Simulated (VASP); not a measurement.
A run of VASP 6.6.1 is set up as follows.

The input INCAR:

```
PREC     = Accurate       # precision mode
ENCUT    = 520            # plane-wave cutoff, eV
EDIFF    = 1E-6           # SCF threshold, eV
ISMEAR   = -1             # smearing method
SIGMA    = 0.08           # smearing width, eV
LREAL    = F              # projectors in reciprocal space
LASPH    = T              # aspherical terms in the spheres
NELM     = 60             # most SCF steps
ALGO     = Normal         # electronic algorithm
ISIF     = 2              # what is computed and relaxed
LWAVE    = F              # write WAVECAR
LCHARG   = F              # write CHGCAR
GGA      = PE             # functional
NBANDS   = 12             # bands
```

Contents of KPOINTS:

```
Automatic mesh
0
Gamma
  17 17 17
```

File POSCAR:

```
Ta
1.0
   -1.6347672000      1.6347672000      1.6512800000
    1.6347672000     -1.6347672000      1.6512800000
    1.6347672000      1.6347672000     -1.6512800000
Ta
1
Direct
    0.0000000000      0.0000000000      0.0000000000
```

Potentials or basis: VASP PAW PBE potentials, release 64 (Ta_pv).

Command:

```sh
$ cat potpaw_PBE.64/Ta_pv/POTCAR > POTCAR
$ mpirun -np 1 vasp_std > vasp.out
```

Q: Predict the pressure.

A: 7.6 GPa.

Stress tensor (GPa, compression positive):
```
8.00 0.00 0.00
0.00 8.00 0.00
0.00 0.00 6.86
```

Caveat: the cell differs from its parent crystal (equal xx and yy strain of -1 %).
